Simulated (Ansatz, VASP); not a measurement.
This is a calculation of O for VASP 6.6.1.

Contents of INCAR:

```
SYSTEM = O
PREC = Accurate
ENCUT = 520
EDIFF = 1E-6
ISMEAR = -1
SIGMA = 0.05
LREAL = .FALSE.
LASPH = .TRUE.
NELM = 60
ALGO = Normal
ISIF = 2
LWAVE = .FALSE.
LCHARG = .TRUE.
GGA = PE
LELF = .TRUE.
LVHAR = .TRUE.
NBANDS = 13
```

KPOINTS

```
regular mesh
0
G
  12 12 12
  0 0 0
```

Contents of POSCAR:

```
O
1.0
    0.0000000000      1.8898850000      3.8988370000
    1.5017730000      0.0000000000      3.8988370000
    1.5017730000      1.8898850000      0.0000000000
O
2
Direct
    0.5789020000      0.5789020000      0.4210980000
    0.4210980000      0.4210980000      0.5789020000
```

Potentials or basis: VASP PAW PBE potentials, release 64 (O).

Launch:

```bash
$ cat potpaw_PBE.64/O/POTCAR > POTCAR
$ mpirun -np 1 vasp_std > vasp.out
```

Set up the same calculation for Ansatz 0.2.0. Potentials there: all-electron LAPW, scalar-relativistic.

As run (the cutoff follows the program's own potentials):

The input input.yaml:

```yaml
crystal:
  lattice:
    - [0.0, 1.889885, 3.898837]
    - [1.501773, 0.0, 3.898837]
    - [1.501773, 1.889885, 0.0]
  atoms:
    - { symbol: O, position: [0.578902, 0.578902, 0.421098] }
    - { symbol: O, position: [0.421098, 0.421098, 0.578902] }
kpoints:
  mp_grid: { grid: [12, 12, 12] }
scf:
  occupations: { method: fermi_dirac, width: 0.05 }
hamiltonian:
  xc: pbe
  pseudopotentials: { kind: all_electron, lapw: { basis_error: 0.0005 } }
output:
  forces: true
  stress: true
  eigenvalues: true
```

Potentials or basis: all-electron LAPW, scalar-relativistic.

Run with:

```sh
$ ansatz run input.yaml --threads 1 --pin off --max-ram 3072MiB --backend cpu --events-out ev --progress --plain --runs-dir out
```

Both were run:

|  | VASP | Ansatz | Ansatz less VASP |
| --- | --- | --- | --- |
| gap on the k mesh at the Fermi level (eV) | none | none | - |
| pressure (GPa) | 0.8 | -2.1 | -2.90 |
| traceless stress, the component that is largest in VASP (GPa) | 1.42 | 4.65 | +3.229 |
| rms of the force components (eV/Å) | 0.070 | 0.706 | +0.6360 |

Atom by atom the forces differ by 0.636 eV/Å (rms over components). A gap of «none» marks a metal or a gap that the smearing closes. Ansatz ran all-electron here, and VASP with PAW potentials.

Noted on VASP's run: the standard files for N, O and F lose accuracy on very short bonds; spin is off for a triplet molecule. Noted on Ansatz's run: spin is off for a triplet molecule.
